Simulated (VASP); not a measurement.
# BaTiO3: single point with PBE

Crystal: BaTiO3.

```
Ba Ti O
1.0
     3.92557    0.00000    0.00000
     0.00000    3.92557    0.00000
     0.00000    0.00000    4.13878
Ba Ti O
1 1 3
Cartesian
  0.0000 0.0000 4.0822
  1.9628 1.9628 1.9414
  1.9628 1.9628 0.1567
  1.9628 0.0000 2.1413
  0.0000 1.9628 2.1413
```

This cell differs from its parent crystal: strain -0.015 along x and y, -0.015 along z.

```json
{"Program": "VASP 6.6.1", "Task": "single point", "Functional": "PBE", "Potentials or basis": "VASP PAW PBE potentials, release 64 (Ba_sv, Ti_sv, O)", "Cutoff": "520 eV", "k mesh": "8 × 8 × 6", "Occupations": "gaussian, width 0.05 eV", "Spin": "no spin polarisation", "Dipole correction": "no", "Further INCAR settings": "ALGO = Normal; EDIFF = 1e-06; NBANDS = 28"}
```

| Quantity | Value |
| --- | --- |
| Pressure | 9.6 GPa |
| Largest force | 0.708 eV/Å |
| Band gap on the k mesh | 1.88 eV (least direct gap 2.45 eV) |

Forces on the atoms (eV/Å):
```
Ba   0.000  0.000  0.118
Ti   0.000  0.000  0.570
O    0.000  0.000 -0.708
O    0.000  0.000  0.010
O    0.000  0.000  0.010
```

Stress tensor (GPa, compression positive):
```
9.70 0.00 0.00
0.00 9.70 0.00
0.00 0.00 9.52
```

Levels at points of the mesh, in eV from the valence-band top:
```tsv
k point	band 16	band 17	band 18	band 19	band 20	band 21	band 22	band 23	band 24	band 25
(0.00, 0.00, 0.00)	-1.82	-1.41	-0.92	-0.57	-0.57	1.88	2.57	2.57	4.33	4.52
(0.50, 0.00, 0.00)	-2.11	-2.05	-1.76	-1.61	-1.37	2.66	3.64	3.76	4.38	5.88
(0.50, 0.50, 0.00)	-3.16	-2.03	-1.15	-1.15	-0.07	3.80	3.80	4.15	4.39	7.68
(0.00, 0.00, 0.50)	-2.25	-2.14	-2.12	-0.74	-0.74	2.02	3.66	3.66	4.33	6.26
(0.50, 0.00, 0.50)	-2.78	-1.85	-1.18	-1.09	-0.55	3.68	3.70	3.94	5.15	7.46
(0.50, 0.50, 0.50)	-2.63	-2.63	-0.48	-0.48	0.00	4.22	4.22	4.34	6.18	6.54
```

Run time: 3.6 min on 1 thread of Intel Xeon 8259CL, on a shared host, peak memory 0.25 GiB.

Caveat: the cell differs from its parent crystal (strain -0.015 along x and y, -0.015 along z); the cell stands under pressure; spin-orbit coupling is left out, which moves the levels of the heavy elements. A k mesh can miss the band edges.
